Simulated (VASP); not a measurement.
## CdSe: single point with r2SCAN

The system is CdSe.

```xyz
2
Lattice="0.0000 3.0678 3.0678 3.0678 0.0000 3.0678 3.0678 3.0678 0.0000" Properties=species:S:1:pos:R:3 pbc="T T T"
Cd    0.0000    0.0000    0.0000
Se    1.5339    1.5339    1.5339
```

* Program: VASP 6.6.1
* Task: single point
* Functional: r2SCAN
* Potentials or basis: VASP PAW PBE potentials, release 64 (Cd, Se)
* Cutoff: 520 eV
* k mesh: 6 × 6 × 6
* Occupations: gaussian, width 0.01 eV
* Spin: no spin polarisation
* Dipole correction: no
* Further INCAR settings: ALGO = Normal; EDIFF = 1e-06; NBANDS = 16

```yaml
Pressure: 0.2 GPa
Band_gap_on_the_k_mesh: 1.03 eV
```

Levels at points of the mesh, in eV from the valence-band top:
```tsv
k point	band 6	band 7	band 8	band 9	band 10	band 11	band 12	band 13
(0.00, 0.00, 0.00)	-7.71	0.00	0.00	0.00	1.03	6.47	6.47	6.47
(0.50, 0.00, 0.00)	-7.43	-4.27	-0.72	-0.72	2.82	6.92	6.92	7.74
(0.50, 0.50, 0.00)	-7.36	-3.97	-1.80	-1.80	3.50	4.13	9.56	10.80
```

Run time: 57 s on 1 thread of Intel(R) Xeon(R) Platinum 8488C (Sapphire Rapids), with other jobs on the host, peak memory 0.19 GiB.

Caveat: the structure was generated, so it needn't be the stable form of CdSe; the PAW data sets were made with another functional, which shifts forces and pressure a little.
